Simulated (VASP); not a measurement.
# Ir (P6_3/mmc) in VASP: a series of runs, part 2 of 2

VASP 6.6.1. Earlier steps stand in the parts before.

## (3) Single point, LDA (12.77 Å³/atom)

This run uses another cell than the first one, of 12.77 Å³/atom.

Input file INCAR:

```
SYSTEM = Ir
ALGO = Normal ; EDIFF = 1E-6
ENCUT = 560 ; GGA = CA
GGA_COMPAT = .False. ; ISIF = 2
ISMEAR = -1 ; LASPH = .True.
LCHARG = .False. ; LREAL = .False.
LWAVE = .False. ; NBANDS = 42
NELM = 120 ; PREC = Accurate
SIGMA = 0.1
```

Input file KPOINTS:

```
k-points
0
Gamma
  15 15 4
  0 0 0
```

Input file POSCAR:

```
Ir
1.0
    2.6230706518      0.0000000000      0.0000000000
   -1.3115353259      2.2716458204      0.0000000000
    0.0000000000      0.0000000000      8.5696563155
Ir
4
Direct
    1.0000000000      1.0000000000      1.0000000000
    1.0000000000      1.0000000000      0.5000000000
    0.3333333333      0.6666666667      0.2500000000
    0.6666666667      0.3333333333      0.7500000000
```

Potentials or basis: VASP PAW LDA potentials, release 64 (Ir_sv_GW).

The run is started by

```console
$ cat potpaw_LDA.64/Ir_sv_GW/POTCAR > POTCAR
$ mpirun -np 1 vasp_std > vasp.out
```

OUTCAR:

```text
SYSTEM = Ir
   EDIFF = 1E-6
   ENCUT = 560
   GGA = CA
   ISIF = 2
   ISMEAR = -1
   LASPH = .True.
   LREAL = .False.
   NELM = 120
   PREC = Accurate

 ion  position               nearest neighbor table
   1  0.000  0.000  0.000-   3 2.62   4 2.62   4 2.62   3 2.62   4 2.62   3 2.62
   2  0.000  0.000  0.500-   3 2.62   4 2.62   4 2.62   3 2.62   4 2.62   3 2.62
   3  0.333  0.667  0.250-   1 2.62   2 2.62   1 2.62   2 2.62   1 2.62   2 2.62
   4  0.667  0.333  0.750-   1 2.62   2 2.62   1 2.62   2 2.62   1 2.62   2 2.62

  LATTYP: Found a hexagonal cell.
 ALAT       =     2.6230706518
 C/A-ratio  =     3.2670322127

  Lattice vectors:

 A1 = (   2.6230706518,   0.0000000000,   0.0000000000)
 A2 = (  -1.3115353259,   2.2716458204,   0.0000000000)
 A3 = (   0.0000000000,   0.0000000000,   8.5696563155)

Analysis of symmetry for initial positions (statically):
=====================================================================
 Subroutine PRICEL returns:
 Original cell was already a primitive cell.

 Routine SETGRP: Setting up the symmetry group for a
 hexagonal supercell.

 Subroutine GETGRP returns: Found 24 space group operations
 (whereof 12 operations were pure point group operations)
 out of a pool of 24 trial point group operations.

The static configuration has the point symmetry D_3d.
 The point group associated with its full space group is D_6h.

Analysis of symmetry for dynamics (positions and initial velocities):
=====================================================================
 Subroutine PRICEL returns:
 Original cell was already a primitive cell.

 Routine SETGRP: Setting up the symmetry group for a
 hexagonal supercell.

 Subroutine GETGRP returns: Found 24 space group operations
 (whereof 12 operations were pure point group operations)
 out of a pool of 24 trial point group operations.

The dynamic configuration has the point symmetry D_3d.
 The point group associated with its full space group is D_6h.

 Subroutine INISYM returns: Found 24 space group operations
 (whereof 12 operations are pure point group operations),
[... 120 lines left out ...]
     AMIX_MAG =   1.60;   BMIX_MAG =  1.00
  volume/ion in A,a.u.               =      12.77        86.15
  Fermi-wavevector in a.u.,A,eV,Ry     =   1.801108  3.403601 44.137172  3.243991
  Thomas-Fermi vector in A             =   2.861698
   LORBIT       =      0    0 simple, 1 ext, 2 COOP (PROOUT), +10 PAW based schemes
   GGA     = CA    functional components
   LHFCALC =     F    Hartree Fock is set to
   AEXX    =    0.0000 exact exchange contribution
   IVDW    =     0    specifies the selected vdW correction
   LEPSILON=     F    determine dielectric tensor
   LRPA    =     F    only Hartree local field effects (RPA)
 non-spin polarized calculation
  energy-cutoff  :      560.00
  volume of cell :       51.06
 maximum number of plane-waves:      1551
   NGX = 11   NGY = 11   NGZ = 33

 number of electron      67.9999999 magnetization

 Free energy of the ion-electron system (eV)
  ---------------------------------------------------
  ext. energy  EPLUGINS =         0.00000000
  ---------------------------------------------------
  free energy    TOTEN  =       -42.98268086 eV

  energy without entropy =      -42.87966456  energy(sigma->0) =      -42.93117271

 E-fermi :  14.7960     XC(G=0): -15.4487

 val. band max:       14.7873459661   @ k =   0.3333   0.3333   0.0000
 cond. band min:      14.8055168137   @ k =   0.1333   0.1333   0.0000
 fundamental gap:      0.0181708475
 Fermi energy:        14.7960308686

 k-point     1 :       0.0000    0.0000    0.0000
  band No.  band energies     occupation
      1     -78.0905      2.00000
      2     -78.0478      2.00000
      3     -78.0228      2.00000
      4     -77.9798      2.00000
      5     -35.7754      2.00000
      6     -35.2184      2.00000
[... 1069 lines left out ...]
     41      22.5167      0.00000
     42      23.5261      0.00000

 [... further k-points ...]

------------------------ aborting loop because EDIFF is reached ----------------------------------------

  FORCE on cell =-STRESS in cart. coord.  units (eV):
  Direction    XX          YY          ZZ          XY          YZ          ZX
  --------------------------------------------------------------------------------------
  -------------------------------------------------------------------------------------
  Total       12.9840969     12.9840969     13.1168202      0.0000000      0.0000000      0.0000000
  in kB      407.3880795    407.3880795    411.5523966      0.0000000      0.0000000      0.0000000
  external PRESSURE =     408.7761852 kB  Pullay stress =       0.0000000 kB

 VOLUME and BASIS-vectors are now :
 -----------------------------------------------------------------------------
  energy-cutoff  :      560.00
  volume of cell :       51.06
      direct lattice vectors                 reciprocal lattice vectors
     2.623070652  0.000000000  0.000000000     0.381232583  0.220104734  0.000000000
    -1.311535326  2.271645820  0.000000000     0.000000000  0.440209469  0.000000000
     0.000000000  0.000000000  8.569656315     0.000000000  0.000000000  0.116690794

 POSITION                                       TOTAL-FORCE (eV/Angst)
 -----------------------------------------------------------------------------------
      0.00000      0.00000      0.00000        -0.000000      0.000000      0.000000
      0.00000      0.00000      4.28483        -0.000000      0.000000      0.000000
     -0.00000      1.51443      2.14241         0.000000     -0.000000     -0.000000
      1.31154      0.75722      6.42724         0.000000      0.000000     -0.000000
 -----------------------------------------------------------------------------------
    total drift:                                0.000000     -0.000000      0.000000

  FREE ENERGIE OF THE ION-ELECTRON SYSTEM (eV)
  ---------------------------------------------------
  free  energy   TOTEN  =       -42.9826808643 eV

  energy  without entropy=      -42.8796645561  energy(sigma->0) =      -42.93117271
```

OSZICAR:

```text
N       E                     dE             d eps       ncg     rms          rms(c)
DAV:   1     0.808235148050E+03    0.80824E+03   -0.51762E+04  7028   0.190E+03
DAV:   2    -0.157392585810E+02   -0.82397E+03   -0.80022E+03  7988   0.605E+02
DAV:   3    -0.467670683370E+02   -0.31028E+02   -0.30321E+02  7800   0.110E+02
DAV:   4    -0.471193782886E+02   -0.35231E+00   -0.35079E+00  7512   0.117E+01
DAV:   5    -0.471233906945E+02   -0.40124E-02   -0.40043E-02  7756   0.987E-01    0.153E+02
DAV:   6    -0.434147109386E+02    0.37087E+01   -0.74415E+00  7186   0.155E+01    0.819E+01
DAV:   7    -0.430719361395E+02    0.34277E+00   -0.29208E+00  7518   0.905E+00    0.132E+01
DAV:   8    -0.430165325340E+02    0.55404E-01   -0.46234E-01  7450   0.524E+00    0.202E+00
DAV:   9    -0.429853540065E+02    0.31179E-01   -0.16432E-01  7336   0.311E+00    0.161E+00
DAV:  10    -0.429832328121E+02    0.21212E-02   -0.12960E-02  7340   0.896E-01    0.105E+00
DAV:  11    -0.429829655976E+02    0.26721E-03   -0.22610E-03  7446   0.411E-01    0.266E-01
DAV:  12    -0.429826874379E+02    0.27816E-03   -0.61661E-04  7384   0.232E-01    0.150E-01
DAV:  13    -0.429826814103E+02    0.60276E-05   -0.75897E-05  7506   0.550E-02    0.786E-02
DAV:  14    -0.429826808643E+02    0.54601E-06   -0.53842E-06  6996   0.177E-02
   1 F= -.42982681E+02 E0= -.42931173E+02  d E =-.103016E+00
```

stdout:

```text
POSCAR found type information on POSCAR Ir
 POSCAR found :  1 types and       4 ions
 scaLAPACK will be used
 LDA part: xc-table for (Slater(with rela. corr.)+CA(PZ))
 , standard interpolation
 POSCAR, INCAR and KPOINTS ok, starting setup
 FFT: planning ... GRIDC
 FFT: planning ... GRID_SOFT
 FFT: planning ... GRID
 WAVECAR not read
 entering main loop
```

Run time: 95 s. Hardware: 1 thread of Intel Xeon 6975P-C (Granite Rapids), shared host; peak memory 0.25 GiB.

Results:

| Quantity | Value |
| --- | --- |
| Free energy | -42.9827 eV |
| Pressure | 40.9 GPa |
| Band gap on the k mesh | zero (bands 34 and 35 overlap by 3.03 eV) |

Caveat: the cell stands under pressure; spin-orbit coupling is left out, which moves the levels of the heavy elements.

The gap in the log of VASP goes by the Fermi energy; the results here count the filled bands.